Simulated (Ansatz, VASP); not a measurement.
**BaS: VASP beside Ansatz**

```
Ba S
1.0
     0.00000    3.21439    3.21439
     3.21439    0.00000    3.21439
     3.21439    3.21439    0.00000
Ba S
1 1
Direct
  0.00000 0.00000 0.00000
  0.50000 0.50000 0.50000
```

Alike in both runs: task single point; functional PBE; k mesh 8 × 8 × 8; occupations fermi-dirac, width 0.02 eV; non-collinear spin, spin-orbit coupling.

|  | VASP | Ansatz |
| --- | --- | --- |
| version | VASP 6.6.1 | Ansatz 0.2.0 |
| potentials or method | VASP PAW PBE potentials, release 64 (Ba_sv, S), cutoff 520 eV | all-electron LAPW |

Ansatz gave:

| Item | Value |
| --- | --- |
| pressure (GPa) | 0.0 |

Question: Which values does VASP return?

Answer: Pressure (GPa): 0.5.

Ansatz ran all-electron here, and VASP with PAW potentials.
